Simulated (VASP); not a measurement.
Input of a VASP 6.6.1 run:

INCAR

```
PREC = Accurate
ENCUT = 520
EDIFF = 1E-6
ISMEAR = 0
SIGMA = 0.1
LREAL = False
LASPH = True
NELM = 150
ALGO = Normal
ISIF = 2
LWAVE = False
LCHARG = False
ISPIN = 2
MAGMOM = 2
LORBIT = 11
LMAXMIX = 4
GGA = PS
NBANDS = 15
```

KPOINTS

```
Automatic mesh
0
Gamma
  9 9 8
```

File POSCAR:

```
Ni
1.0
    2.3699257234      0.0000000000      0.0000000000
   -1.1849628617      2.0524158815      0.0000000000
    0.0000000000      0.0000000000      2.2143993478
Ni
1
Direct
    0.0000000000      0.0000000000      0.0000000000
```

Potentials or basis: VASP PAW PBE potentials, release 64 (Ni).

Launch:

```console
$ cat potpaw_PBE.64/Ni/POTCAR > POTCAR
$ mpirun -np 1 vasp_std > vasp.out
```

Predict the net moment.

0.53 μB per cell.

What does it give for the pressure?

9.2 GPa.

Stress tensor (GPa, compression positive):
```
 2.88  0.00  0.00
 0.00  2.88  0.00
 0.00  0.00 21.84
```

Caveat: the PAW data sets were made with another functional, which shifts forces and pressure a little.
